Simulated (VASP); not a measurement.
A run of VASP 6.6.1:

Contents of INCAR:

```
SYSTEM = Sr
ALGO = Normal
EDIFF = 1E-7
ENCUT = 520
GGA = PE
ISIF = 2
ISMEAR = 0
LASPH = .TRUE.
LCHARG = .FALSE.
LREAL = .FALSE.
LWAVE = .FALSE.
NBANDS = 11
NELM = 80
PREC = Accurate
SIGMA = 0.005
```

The input KPOINTS:

```
k-points
0
G
  6 6 6
  0 0 0
```

POSCAR

```
Sr
1.0
    0.0000000000      3.0423500000      3.0423500000
    3.0423500000      0.0000000000      3.0423500000
    3.0423500000      3.0423500000      0.0000000000
Sr
1
Direct
    0.0000000000      0.0000000000      0.0000000000
```

Potentials or basis: VASP PAW PBE potentials, release 64 (Sr_sv).

Command:

```console
$ cat potpaw_PBE.64/Sr_sv/POTCAR > POTCAR
$ mpirun -np 1 vasp_std > vasp.out
```

Hardware: 1 thread of Intel Xeon 8259CL, on a shared host.

Task: Estimate the wall time of this run.

Result: Wall time 20 s on 1 thread of Intel Xeon 8259CL, on a shared host, peak memory 0.17 GiB. Counts: scf iterations 13, k points 16.
